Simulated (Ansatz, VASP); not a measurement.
Pd: VASP beside Ansatz

```
CELL_PARAMETERS angstrom
2.73875 0.00000 0.00000
-1.36937 2.37183 0.00000
0.00000 0.00000 4.61839
ATOMIC_POSITIONS crystal
Pd 0.33333 0.66667 0.25000
Pd 0.66667 0.33333 0.75000
```

Alike in both runs: functional r2SCAN; k mesh 18 × 18 × 10; occupations gaussian, width 0.1 eV; no spin polarisation.

Ansatz relaxed the structure, and its values are those at the end. VASP's run is a single point on that final structure, the one shown.

|  | VASP | Ansatz |
| --- | --- | --- |
| version | VASP 6.6.1 | Ansatz 0.2.0 |
| potentials or method | VASP PAW PBE potentials, release 64 (Pd), cutoff 520 eV | scalar-relativistic, plane waves, PAW |
| valence electrons in the cell | 20 | 36 |

|  | VASP | Ansatz | Ansatz less VASP |
| --- | --- | --- | --- |
| gap on the k mesh at the Fermi level (eV) | none | none | - |
| pressure (GPa) | 0.6 | -0.1 | -0.67 |

VASP's potentials were made for PBE, not for r2SCAN. A gap of «none» marks a metal or a gap that the smearing closes. VASP's potentials hold 20 valence electrons a cell and Ansatz's 36, so a difference there can come from the potentials and not from the codes.
